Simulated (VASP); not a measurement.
## BaS: single point with PBE

Crystal: BaS.

```
Ba S
1.0
     5.19941    0.00000    0.00000
    -2.59971    4.50282    0.00000
     0.00000    0.00000    6.38332
Ba S
2 2
Direct
  0.33333 0.66667 0.93750
  0.66667 0.33333 0.43750
  0.33333 0.66667 0.43750
  0.66667 0.33333 0.93750
```

This cell differs from its parent crystal: biaxial xy strain -3.4%.

```json
{"Program": "VASP 6.6.1", "Task": "single point", "Functional": "PBE", "Potentials or basis": "VASP PAW PBE potentials, release 64 (Ba_sv, S)", "Cutoff": "520 eV", "k mesh": "6 × 6 × 4", "Occupations": "fermi-dirac, width 0.02 eV", "Spin": "no spin polarisation", "Dipole correction": "no", "Further INCAR settings": "ALGO = Normal; EDIFF = 1e-06; NBANDS = 24"}
```

```yaml
Pressure: 3.1 GPa
Band_gap_on_the_k_mesh: 2.44 eV, indirect (least direct gap 2.45 eV)
```

Stress tensor (GPa, compression positive):
```
3.90 0.00 0.00
0.00 3.90 0.00
0.00 0.00 1.58
```

Levels at points of the mesh, in eV from the valence-band top:
```tsv
k point	band 13	band 14	band 15	band 16	band 17	band 18	band 19	band 20
(0.00, 0.00, 0.00)	-0.89	-0.89	-0.39	0.00	3.00	3.83	3.83	4.76
(0.50, 0.00, 0.00)	-0.43	-0.39	-0.35	-0.24	3.17	3.53	3.61	5.28
(0.00, 0.00, 0.50)	-1.04	-1.04	-1.04	-1.04	4.04	4.04	5.61	5.61
(0.50, 0.00, 0.50)	-0.86	-0.86	-0.40	-0.40	3.98	3.98	5.03	5.03
```

It took 75 s on 1 thread of Intel(R) Xeon(R) Platinum 8259CL CPU @ 2.50GHz (Skylake/Cascade Lake) (shared host), peak memory 0.28 GiB.

Caveat: the cell differs from its parent crystal (biaxial xy strain -3.4%); spin-orbit coupling is left out, which moves the levels of the heavy elements. A k mesh can miss the band edges.
